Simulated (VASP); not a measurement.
Input of a VASP 6.6.1 run:

File INCAR:

```
SYSTEM = BaS
PREC = Accurate
ENCUT = 520
EDIFF = 1E-6
ISMEAR = 0
SIGMA = 0.05
LREAL = .FALSE.
LASPH = .TRUE.
NELM = 100
ALGO = Normal
ISIF = 2
LWAVE = .FALSE.
LCHARG = .FALSE.
GGA = RP
IVDW = 13
NBANDS = 15
```

File KPOINTS:

```
regular mesh
0
G
  6 6 6
  0 0 0
```

File POSCAR:

```
BaS
1.0
    0.0000000000      3.1622193557      3.1622193557
    3.1622193557      0.0000000000      3.1622193557
    3.1622193557      3.1622193557      0.0000000000
Ba S
1 1
Direct
    0.5000000000      0.5000000000      0.5000000000
    0.0000000000      0.0000000000      0.0000000000
```

Potentials or basis: VASP PAW PBE potentials, release 64 (Ba_sv, S).

Launch:

```console
$ cat potpaw_PBE.64/Ba_sv/POTCAR potpaw_PBE.64/S/POTCAR > POTCAR
$ mpirun -np 1 vasp_std > vasp.out
```

What does it give for the pressure?

2.5 GPa.

Estimate the band gap on the k mesh.

2.20 eV, indirect (least direct gap 2.31 eV).

Estimate the dispersion energy per atom.

-0.404 eV.

Caveat: the PAW data sets were made with another functional, which shifts forces and pressure a little; spin-orbit coupling is left out, which moves the levels of the heavy elements. A k mesh can miss the band edges.
